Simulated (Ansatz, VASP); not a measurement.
**Two plane-wave programs on PtSe**

The input POSCAR:

```
PtSe
1.0
    0.0000000000      3.0374472300      3.0374472300
    3.0374472300      0.0000000000      3.0374472300
    3.0374472300      3.0374472300      0.0000000000
Pt Se
1 1
Direct
    0.0000000000      0.0000000000      0.0000000000
    0.2500000000      0.2500000000      0.2500000000
```

The input INCAR.step1:

```
PREC     = Accurate       # precision mode
ENCUT    = 520            # plane-wave cutoff, eV
EDIFF    = 1E-5           # SCF threshold, eV
ISMEAR   = -1             # smearing method
SIGMA    = 0.05           # smearing width, eV
LREAL    = False          # projectors in reciprocal space
LASPH    = True           # aspherical terms in the spheres
NELM     = 60             # most SCF steps
ALGO     = Normal         # electronic algorithm
ISIF     = 2              # what is computed and relaxed
LWAVE    = True           # write WAVECAR
LCHARG   = False          # write CHGCAR
GGA      = PE             # functional
NBANDS   = 15             # bands
```

Contents of INCAR.step2:

```
PREC     = Accurate       # precision mode
ENCUT    = 520            # plane-wave cutoff, eV
EDIFF    = 1E-6           # SCF threshold, eV
ISMEAR   = -1             # smearing method
SIGMA    = 0.05           # smearing width, eV
LREAL    = False          # projectors in reciprocal space
LASPH    = True           # aspherical terms in the spheres
NELM     = 60             # most SCF steps
ALGO     = Normal         # electronic algorithm
ISIF     = 2              # what is computed and relaxed
LWAVE    = False          # write WAVECAR
LCHARG   = False          # write CHGCAR
GGA      = PE             # functional
LHFCALC  = True           # exact exchange
AEXX     = 0.25           # exact-exchange fraction
HFSCREEN = 0.3            # screening, 1/A
PRECFOCK = Normal       
ISTART   = 1            
NBANDS   = 15             # bands
```

KPOINTS

```
Automatic mesh
0
Gamma
  4 4 4
```

input

```
crystal:
  lattice:
    - [0.0, 3.03744723, 3.03744723]
    - [3.03744723, 0.0, 3.03744723]
    - [3.03744723, 3.03744723, 0.0]
  atoms:
    - { symbol: Pt, position: [0.0, 0.0, 0.0] }
    - { symbol: Se, position: [0.25, 0.25, 0.25] }
hamiltonian:
  xc: { exchange: pbe, correlation: pbe, exx: { coeff: 0.25, omega: 0.3 } }
  pseudopotentials: { kind: paw }
kpoints:
  mp_grid: { grid: [4, 4, 4] }
  band_path:
    path:
      - [[0.0, 0.0, 0.0], [0.5, 0.0, 0.5], [0.5, 0.25, 0.75], [0.375, 0.375, 0.75], [0.0, 0.0, 0.0], [0.5, 0.5, 0.5], [0.625, 0.25, 0.625], [0.5, 0.25, 0.75], [0.5, 0.5, 0.5], [0.375, 0.375, 0.75]]
      - [[0.625, 0.25, 0.625], [0.5, 0.0, 0.5]]
    npoints: 4
scf:
  occupations: { method: fermi_dirac, width: 0.05 }
  n_extra_bands: 6
output:
  forces: true
  stress: true
  eigenvalues: true
  fatbands: false
```

Alike in both runs: functional PBE-based screened hybrid; k mesh 4 × 4 × 4; occupations fermi-dirac, width 0.05 eV; no spin polarisation.

|  | VASP | Ansatz |
| --- | --- | --- |
| version | VASP 6.6.1 | Ansatz 0.2.0 |
| potentials or method | VASP PAW PBE potentials, release 64 (Pt, Se) | Ansatz PAW |
| plane-wave cutoff (eV) | 520 | 420 |
| valence electrons in the cell | 16 | 34 |
| task | single point | band structure |

|  | VASP | Ansatz | Ansatz less VASP |
| --- | --- | --- | --- |
| gap on the k mesh at the Fermi level (eV) | none | none | - |
| pressure (GPa) | -13.3 | -13.3 | +0.03 |

VASP's potentials were made for PBE, not for PBE-based screened hybrid. A gap of «none» marks a metal or a gap that the smearing closes. The functional is the same, so the differences come from potentials, cutoffs and numerics. VASP's potentials hold 16 valence electrons a cell and Ansatz's 34, so a difference there can come from the potentials and not from the codes.

The k mesh is coarse, so the values compare programs but aren't converged. Spin-orbit coupling is off throughout.
